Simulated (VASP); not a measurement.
# ZnCu (Pm-3m) in VASP: notebook

Runs on ZnCu. Level: PBEsol. Tasks: single point.

Everything below comes from runs of VASP 6.6.1. Logs are shortened: lines on timing, memory, paths and dates and some standing lists are left out, and cuts for length are marked.

### Step 1. The cell of the first run

The structure is cubic, space group Pm-3m (No. 221). Conventional cell: a = 2.935 Å, b = 2.935 Å, c = 2.935 Å, α = 90.00°, β = 90.00°, γ = 90.00°. Within 3.4 Å of Zn (site symmetry m-3m) lie 8 Cu at 2.54 Å and 6 Zn at 2.94 Å. Within 3.4 Å of Cu (site symmetry m-3m) lie 8 Zn at 2.54 Å and 6 Cu at 2.94 Å.

### Step 2. Single point, PBEsol (volume scaled by 0.99)

INCAR reads:

```
PREC = Accurate ; ENCUT = 520
EDIFF = 1E-7 ; ISMEAR = -1
SIGMA = 0.05 ; LREAL = F
LASPH = T ; NELM = 100
ALGO = Normal ; ISIF = 2
LWAVE = F ; LCHARG = T
GGA = PS ; LELF = T
LVHAR = T ; NBANDS = 18
```

KPOINTS reads:

```
regular mesh
0
Gamma
  14 14 14
```

POSCAR reads:

```
ZnCu
1.0
    2.9351504281      0.0000000000      0.0000000000
    0.0000000000      2.9351504281      0.0000000000
    0.0000000000      0.0000000000      2.9351504281
Zn Cu
1 1
Direct
    0.5000000000      0.5000000000      0.5000000000
    0.0000000000      0.0000000000      0.0000000000
```

Potentials or basis: VASP PAW PBE potentials, release 64 (Zn, Cu).

Command:

```bash
$ cat potpaw_PBE.64/Zn/POTCAR potpaw_PBE.64/Cu/POTCAR > POTCAR
$ mpirun -np 1 vasp_std > vasp.out
```

OUTCAR:

```text
PREC = Accurate
   ENCUT = 520
   EDIFF = 1E-7
   ISMEAR = -1
   LREAL = F
   LASPH = T
   NELM = 100
   ISIF = 2
   GGA = PS

 ion  position               nearest neighbor table
   1  0.500  0.500  0.500-   2 2.54   2 2.54   2 2.54   2 2.54   2 2.54   2 2.54   2 2.54   2 2.54

   2  0.000  0.000  0.000-   1 2.54   1 2.54   1 2.54   1 2.54   1 2.54   1 2.54   1 2.54   1 2.54

  LATTYP: Found a simple cubic cell.
 ALAT       =     2.9351504281

  Lattice vectors:

 A1 = (   2.9351504281,   0.0000000000,   0.0000000000)
 A2 = (   0.0000000000,   2.9351504281,   0.0000000000)
 A3 = (   0.0000000000,   0.0000000000,   2.9351504281)

Analysis of symmetry for initial positions (statically):
=====================================================================
 Subroutine PRICEL returns:
 Original cell was already a primitive cell.

 Routine SETGRP: Setting up the symmetry group for a
 simple cubic supercell.

 Subroutine GETGRP returns: Found 48 space group operations
 (whereof 48 operations were pure point group operations)
 out of a pool of 48 trial point group operations.

The static configuration has the point symmetry O_h .

Analysis of symmetry for dynamics (positions and initial velocities):
=====================================================================
 Subroutine PRICEL returns:
 Original cell was already a primitive cell.

 Routine SETGRP: Setting up the symmetry group for a
 simple cubic supercell.

 Subroutine GETGRP returns: Found 48 space group operations
 (whereof 48 operations were pure point group operations)
 out of a pool of 48 trial point group operations.

The dynamic configuration has the point symmetry O_h .

 Subroutine INISYM returns: Found 48 space group operations
 (whereof 48 operations are pure point group operations),
 and found     1 'primitive' translations

----------------------------------------------------------------------------------------

                                     Primitive cell

  volume of cell :      25.2866

  direct lattice vectors                    reciprocal lattice vectors
     2.935150428  0.000000000  0.000000000     0.340698041  0.000000000  0.000000000
     0.000000000  2.935150428  0.000000000     0.000000000  0.340698041  0.000000000
     0.000000000  0.000000000  2.935150428     0.000000000  0.000000000  0.340698041

  length of vectors
     2.935150428  2.935150428  2.935150428     0.340698041  0.340698041  0.340698041

  position of ions in fractional coordinates (direct lattice)
     0.500000000  0.500000000  0.500000000
     0.000000000  0.000000000  0.000000000

  ion indices of the primitive-cell ions
   primitive index   ion index
                 1           1
                 2           2

----------------------------------------------------------------------------------------

 KPOINTS: regular mesh

Automatic generation of k-mesh.
 Grid dimensions read from file:
 generate k-points for:   14   14   14

 Generating k-lattice:

  Cartesian coordinates                     Fractional coordinates (reciprocal lattice)
     0.024335574  0.000000000  0.000000000     0.071428571  0.000000000  0.000000000
     0.000000000  0.024335574  0.000000000     0.000000000  0.071428571  0.000000000
     0.000000000  0.000000000  0.024335574     0.000000000  0.000000000  0.071428571

  Length of vectors
     0.024335574  0.024335574  0.024335574

  Shift w.r.t. Gamma in fractional coordinates (k-lattice)
     0.000000000  0.000000000  0.000000000

 Subroutine IBZKPT returns following result:
 ===========================================

 Found    120 irreducible k-points:

 Following reciprocal coordinates:
            Coordinates               Weight
  0.000000  0.000000  0.000000      1.000000
  0.071429  0.000000  0.000000      6.000000
  0.142857  0.000000  0.000000      6.000000
  0.214286  0.000000  0.000000      6.000000
  0.285714  0.000000  0.000000      6.000000
  0.357143  0.000000  0.000000      6.000000
[... 16 lines left out ...]
  0.285714  0.214286  0.000000     24.000000
  0.357143  0.214286  0.000000     24.000000
 [... further k-points ...]
   k-points           NKPTS =    120   k-points in BZ     NKDIM =    120   number of bands    NBANDS=     18
   number of dos      NEDOS =    301   number of ions     NIONS =      2
   total plane-waves  NPLWV =  13824
   dimension x,y,z NGX =    24 NGY =   24 NGZ =   24
   dimension x,y,z NGXF=    48 NGYF=   48 NGZF=   48
   ions per type =               1   1
   NGX,Y,Z   is equivalent  to a cutoff of  13.59, 13.59, 13.59 a.u.
   NGXF,Y,Z  is equivalent  to a cutoff of  27.19, 27.19, 27.19 a.u.
 SYSTEM =  unknown system
   PREC   = accura    normal or accurate (medium, high low for compatibility)
   ISTART =      0    job   : 0-new  1-cont  2-samecut
   ICHARG =      2    charge: 1-file 2-atom 10-const
   ISPIN  =      1    spin polarized calculation?
   LNONCOLLINEAR =      F non collinear calculations
   LSORBIT =      F    spin-orbit coupling
   LASPH  =      T    aspherical Exc in radial PAW
   ENCUT  =  520.0 eV  38.22 Ry    6.18 a.u.   5.46  5.46  5.46*2*pi/ulx,y,z
   NELM   =    100;   NELMIN=  2; NELMDL= -5     # of ELM steps
   EDIFF  = 0.1E-06   stopping-criterion for ELM
   LREAL  =      F    real-space projection
   EDIFFG = 0.1E-05   stopping-criterion for IOM
   NSW    =      0    number of steps for IOM
   IBRION =     -1    ionic relax: 0-MD 1-quasi-New 2-CG
   NFREE  =      0    steps in history (QN), initial steepest desc. (CG)
   ISIF   =      2    stress and relaxation
   ISYM   =      2    0-nonsym 1-usesym 2-fastsym
   POTIM  = 0.5000    time-step for ionic-motion
   TEBEG  =    0.0;   TEEND  =   0.0 temperature during run
   PSTRESS=    0.0 pullay stress
   NELECT =      23.0000    total number of electrons
   NUPDOWN=      -1.0000    fix difference up-down
   EMIN   =  10.00;   EMAX   =-10.00  energy-range for DOS
   EFERMI =   0.00;   METHOD = LEGACY
   ISMEAR =    -1;   SIGMA  =   0.05  broadening in eV -4-tet -1-fermi 0-gaus
   EFERMI_NEDOS =   21; number of points for ismear=-14 and -15
   IALGO  =     38    algorithm
   IMIX   =      4    mixing-type and parameters
     AMIX     =   0.40;   BMIX     =  1.00
     AMIX_MAG =   1.60;   BMIX_MAG =  1.00
  volume/ion in A,a.u.               =      12.64        85.32
  Fermi-wavevector in a.u.,A,eV,Ry     =   1.586185  2.997454 34.232010  2.515982
  Thomas-Fermi vector in A             =   2.685535
   LORBIT       =      0    0 simple, 1 ext, 2 COOP (PROOUT), +10 PAW based schemes
   GGA     = PS    functional components
   LHFCALC =     F    Hartree Fock is set to
   AEXX    =    0.0000 exact exchange contribution
   IVDW    =     0    specifies the selected vdW correction
   LEPSILON=     F    determine dielectric tensor
   LRPA    =     F    only Hartree local field effects (RPA)
 non-spin polarized calculation
  energy-cutoff  :      520.00
  volume of cell :       25.29
 maximum number of plane-waves:       707
 NGX is ok and might be reduce to    24
   NGX = 11   NGY = 11   NGZ = 11

 number of electron      22.9999993 magnetization

 Free energy of the ion-electron system (eV)
  ---------------------------------------------------
  ext. energy  EPLUGINS =         0.00000000
  ---------------------------------------------------
  free energy    TOTEN  =        -6.09507369 eV

  energy without entropy =       -6.09224065  energy(sigma->0) =       -6.09365717

 E-fermi :   5.4653     XC(G=0): -12.6224

 val. band max:        5.3592456716   @ k =   0.5000   0.5000   0.2143
 cond. band min:       5.4778977903   @ k =   0.4286   0.3571   0.2143
 fundamental gap:      0.1186521187
 Fermi energy:         5.4653317976

 k-point     1 :       0.0000    0.0000    0.0000
  band No.  band energies     occupation
      1      -4.9850      2.00000
      2      -2.3950      2.00000
      3      -2.3950      2.00000
      4      -1.6799      2.00000
      5      -1.6799      2.00000
      6      -1.6799      2.00000
[... 10 lines left out ...]
     17      17.8713      0.00000
     18      28.9970      0.00000

 k-point     2 :       0.0714    0.0000    0.0000
  band No.  band energies     occupation
      1      -4.8919      2.00000
      2      -2.3838      2.00000
      3      -2.3746      2.00000
      4      -1.6883      2.00000
      5      -1.6883      2.00000
      6      -1.6757      2.00000
[... 10 lines left out ...]
     17      18.4860      0.00000
     18      27.9231      0.00000

 k-point     3 :       0.1429    0.0000    0.0000
  band No.  band energies     occupation
      1      -4.6156      2.00000
      2      -2.3521      2.00000
      3      -2.3153      2.00000
      4      -1.7116      2.00000
      5      -1.7116      2.00000
      6      -1.6637      2.00000
[... 10 lines left out ...]
     17      20.5372      0.00000
     18      26.2146      0.00000

 k-point     4 :       0.2143    0.0000    0.0000
  band No.  band energies     occupation
      1      -4.1674      2.00000
      2      -2.3056      2.00000
      3      -2.2202      2.00000
      4      -1.7452      2.00000
      5      -1.7452      2.00000
      6      -1.6463      2.00000
[... 10 lines left out ...]
     17      23.1697      0.00000
     18      24.4351      0.00000

 k-point     5 :       0.2857    0.0000    0.0000
  band No.  band energies     occupation
      1      -3.5787      2.00000
      2      -2.2530      2.00000
      3      -2.0818      2.00000
      4      -1.7823      2.00000
      5      -1.7823      2.00000
      6      -1.6268      2.00000
[... 10 lines left out ...]
     17      22.5285      0.00000
     18      22.5285      0.00000

 k-point     6 :       0.3571    0.0000    0.0000
  band No.  band energies     occupation
      1      -2.9523      2.00000
      2      -2.2047      2.00000
      3      -1.8333      2.00000
      4      -1.8155      2.00000
      5      -1.8155      2.00000
      6      -1.6090      2.00000
[... 10 lines left out ...]
     17      20.7515      0.00000
     18      20.7515      0.00000

 k-point     7 :       0.4286    0.0000    0.0000
  band No.  band energies     occupation
      1      -2.5439      2.00000
      2      -2.1707      2.00000
      3      -1.8385      2.00000
      4      -1.8385      2.00000
      5      -1.5966      2.00000
      6      -1.2899      2.00000
[... 10 lines left out ...]
     17      19.1043      0.00000
     18      19.2989      0.00000

 k-point     8 :       0.5000    0.0000    0.0000
  band No.  band energies     occupation
      1      -2.4354      2.00000
      2      -2.1584      2.00000
      3      -1.8466      2.00000
      4      -1.8466      2.00000
      5      -1.5922      2.00000
      6      -0.7430      2.00000
[... 10 lines left out ...]
     17      18.9727      0.00000
     18      19.9236      0.00000
[... 229 lines left out ...]
     17      21.0380      0.00000
     18      22.0424      0.00000

 k-point    20 :       0.4286    0.1429    0.0000
  band No.  band energies     occupation
      1      -2.4171      2.00000
      2      -2.1282      2.00000
      3      -2.0411      2.00000
      4      -1.8576      2.00000
      5      -1.6669      2.00000
      6      -0.8732      2.00000
[... 10 lines left out ...]
     17      19.4269      0.00000
     18      21.1201      0.00000

 k-point    21 :       0.5000    0.1429    0.0000
  band No.  band energies     occupation
      1      -2.3233      2.00000
      2      -2.0959      2.00000
      3      -2.0779      2.00000
      4      -1.8664      2.00000
      5      -1.6658      2.00000
      6      -0.1898      2.00000
[... 10 lines left out ...]
     17      19.6277      0.00000
     18      20.4555      0.00000

 k-point    22 :       0.2143    0.2143    0.0000
  band No.  band energies     occupation
      1      -3.4281      2.00000
      2      -2.2211      2.00000
      3      -2.0797      2.00000
      4      -1.7817      2.00000
      5      -1.7659      2.00000
      6      -1.7024      2.00000
[... 10 lines left out ...]
     17      23.1389      0.00000
     18      24.3704      0.00000

 k-point    23 :       0.2857    0.2143    0.0000
  band No.  band energies     occupation
      1      -2.9615      2.00000
      2      -2.1982      2.00000
      3      -1.9859      2.00000
      4      -1.8160      2.00000
      5      -1.7208      2.00000
      6      -1.6545      2.00000
[... 10 lines left out ...]
     17      22.9741      0.00000
     18      23.4015      0.00000

 k-point    24 :       0.3571    0.2143    0.0000
  band No.  band energies     occupation
      1      -2.5816      2.00000
      2      -2.1971      2.00000
      3      -1.9413      2.00000
      4      -1.8518      2.00000
      5      -1.7322      2.00000
      6      -1.2403      2.00000
[... 10 lines left out ...]
     17      21.3484      0.00000
     18      22.2837      0.00000

 [... further k-points ...]

------------------------ aborting loop because EDIFF is reached ----------------------------------------

  FORCE on cell =-STRESS in cart. coord.  units (eV):
  Direction    XX          YY          ZZ          XY          YZ          ZX
  --------------------------------------------------------------------------------------
  -------------------------------------------------------------------------------------
  Total       -0.4612057     -0.4612057     -0.4612057      0.0000000     -0.0000000      0.0000000
  in kB      -29.2222857    -29.2222857    -29.2222857      0.0000000     -0.0000000      0.0000000
  external PRESSURE =     -29.2222857 kB  Pullay stress =       0.0000000 kB

 VOLUME and BASIS-vectors are now :
 -----------------------------------------------------------------------------
  energy-cutoff  :      520.00
  volume of cell :       25.29
      direct lattice vectors                 reciprocal lattice vectors
     2.935150428  0.000000000  0.000000000     0.340698041  0.000000000  0.000000000
     0.000000000  2.935150428  0.000000000     0.000000000  0.340698041  0.000000000
     0.000000000  0.000000000  2.935150428     0.000000000  0.000000000  0.340698041

 POSITION                                       TOTAL-FORCE (eV/Angst)
 -----------------------------------------------------------------------------------
      1.46758      1.46758      1.46758         0.000000      0.000000      0.000000
      0.00000      0.00000      0.00000         0.000000      0.000000      0.000000
 -----------------------------------------------------------------------------------
    total drift:                                0.000000      0.000000     -0.000000

  FREE ENERGIE OF THE ION-ELECTRON SYSTEM (eV)
  ---------------------------------------------------
  free  energy   TOTEN  =        -6.0950736878 eV

  energy  without entropy=       -6.0922406457  energy(sigma->0) =       -6.09365717
```

Run time: 33 s. Hardware: 1 thread of Intel Xeon 6975P-C, shared host; peak memory 0.18 GiB.

Results:

```
Free energy : -6.0951 eV
Pressure    : -2.9 GPa
```

Levels at points of the mesh, in eV from the Fermi level:
| k point | band 8 | band 9 | band 10 | band 11 | band 12 | band 13 | band 14 | band 15 | band 16 | band 17 |
| --- | --- | --- | --- | --- | --- | --- | --- | --- | --- | --- |
| (0.00, 0.00, 0.00) | -3.61 | -2.75 | -2.75 | -2.75 | 6.22 | 6.22 | 6.22 | 11.32 | 11.32 | 12.41 |
| (0.50, 0.00, 0.00) | -3.73 | -3.32 | -3.32 | -2.83 | -2.02 | 11.76 | 11.76 | 12.38 | 12.38 | 13.51 |
| (0.50, 0.50, 0.00) | -2.90 | -2.90 | -2.51 | -1.95 | -1.95 | 1.79 | 2.12 | 13.99 | 15.58 | 15.58 |
| (0.50, 0.50, 0.50) | -4.35 | -2.49 | -2.49 | 3.89 | 4.34 | 4.34 | 4.34 | 4.53 | 4.53 | 4.53 |

Caveat: the PAW data sets were made with another functional, which shifts forces and pressure a little.

### Step 3. Single point, PBEsol (volume scaled by 1.02)

INCAR reads:

```
PREC     = Accurate       # precision mode
ENCUT    = 520            # plane-wave cutoff, eV
EDIFF    = 1E-7           # SCF threshold, eV
ISMEAR   = -1             # smearing method
SIGMA    = 0.05           # smearing width, eV
LREAL    = F              # projectors in reciprocal space
LASPH    = T              # aspherical terms in the spheres
NELM     = 60             # most SCF steps
ALGO     = Normal         # electronic algorithm
ISIF     = 2              # what is computed and relaxed
LWAVE    = F              # write WAVECAR
LCHARG   = F              # write CHGCAR
GGA      = PS             # functional
NBANDS   = 18             # bands
```

KPOINTS is that of step 2.

POSCAR reads:

```
ZnCu
1.0
    2.9645038796      0.0000000000      0.0000000000
    0.0000000000      2.9645038796      0.0000000000
    0.0000000000      0.0000000000      2.9645038796
Zn Cu
1 1
Direct
    0.5000000000      0.5000000000      0.5000000000
    0.0000000000      0.0000000000      0.0000000000
```

Potentials or basis: VASP PAW PBE potentials, release 64 (Zn, Cu).

Command:

```bash
$ cat potpaw_PBE.64/Zn/POTCAR potpaw_PBE.64/Cu/POTCAR > POTCAR
$ mpirun -np 1 vasp_std > vasp.out
```

Wall time 25 s (1 thread of Intel Xeon 6975P-C, shared host); peak memory 0.18 GiB.

It converged, with:

| Property | Result |
| --- | --- |
| Free energy | -6.0732 eV |
| Pressure | -6.3 GPa |

Levels at points of the mesh, in eV from the Fermi level:
```
           k point  band 9  band 10  band 11  band 12  band 13  band 14  band 15  band 16
(0.00, 0.00, 0.00)   -2.70    -2.70    -2.70     6.12     6.12     6.12    11.13    11.13
(0.50, 0.00, 0.00)   -3.23    -3.23    -2.77    -1.99    11.50    11.50    12.14    12.14
(0.50, 0.50, 0.00)   -2.85    -2.46    -1.85    -1.85     1.66     2.01    13.67    15.34
(0.50, 0.50, 0.50)   -2.44    -2.44     3.68     4.27     4.27     4.27     4.44     4.44
```

Caveat: the PAW data sets were made with another functional, which shifts forces and pressure a little.

(Continued in part 2 of 2.)
